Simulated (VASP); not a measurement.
Here is a VASP 6.6.1 calculation.

Contents of INCAR:

```
  PREC = Accurate
  ENCUT = 520
  EDIFF = 1E-6
  ISMEAR = -1
  SIGMA = 0.05
  LREAL = F
  LASPH = T
  NELM = 150
  ALGO = Normal
  ISIF = 2
  LWAVE = F
  LCHARG = F
  ISPIN = 2
  MAGMOM = 3
  LORBIT = 11
  LMAXMIX = 4
  GGA = PE
  NBANDS = 14
```

File KPOINTS:

```
Automatic mesh
0
Gamma
  12 12 12
```

File POSCAR:

```
Fe
1.0
   -1.4430000000      1.4430000000      1.4430000000
    1.4430000000     -1.4430000000      1.4430000000
    1.4430000000      1.4430000000     -1.4430000000
Fe
1
Direct
    0.0000000000      0.0000000000      0.0000000000
```

Potentials or basis: VASP PAW PBE potentials, release 64 (Fe).

Command:

```bash
$ cat potpaw_PBE.64/Fe/POTCAR > POTCAR
$ mpirun -np 1 vasp_std > vasp.out
```

Q: Predict the net moment.

A: 2.32 μB per cell.

Q: Estimate the pressure.

A: -8.7 GPa.

Q: Predict the site moments.

A: Fe +2.33 μB.
